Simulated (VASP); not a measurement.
# BeSe5: single point with PBE

The system is BeSe5.

```
Be Se
1.0
     6.42986    0.00000    0.00000
    -3.21493    5.56843    0.00000
     0.00000    0.00000    3.41819
Be Se
1 5
Direct
  0.00000 0.00000 0.50000
  0.33333 0.66667 0.50000
  0.00000 0.73736 0.00000
  0.73736 0.00000 0.00000
  0.26264 0.26264 0.00000
  0.66667 0.33333 0.50000
```

```json
{
 "Program": "VASP 6.6.1",
 "Task": "single point",
 "Functional": "PBE",
 "Potentials or basis": "VASP PAW PBE potentials, release 64 (Be, Se)",
 "Cutoff": "520 eV",
 "k mesh": "6 × 6 × 12",
 "Occupations": "gaussian, width 0.1 eV",
 "Spin": "no spin polarisation"
}
```

| Property | Result |
| --- | --- |
| Pressure | 0.0 GPa |
| Band gap on the k mesh | zero (band 16 reaches 5.73 eV, above the bottom of band 17 at 3.73 eV) |

Levels at points of the mesh, in eV from the Fermi level:
| k point | band 14 | band 15 | band 16 | band 17 | band 18 | band 19 |
| --- | --- | --- | --- | --- | --- | --- |
| (0.00, 0.00, 0.00) | -0.07 | 0.08 | 0.43 | 0.43 | 0.45 | 1.04 |
| (0.50, 0.00, 0.00) | -0.81 | -0.81 | 0.66 | 0.71 | 1.35 | 1.60 |
| (0.00, 0.00, 0.50) | -2.42 | -0.77 | 0.14 | 0.14 | 0.45 | 0.45 |
| (0.50, 0.00, 0.50) | -1.22 | -0.71 | -0.69 | -0.56 | -0.55 | -0.04 |

Run time: 78 s on 1 thread of Intel(R) Xeon(R) 6975P-C (Granite Rapids) (shared host), peak memory 0.3 GiB.
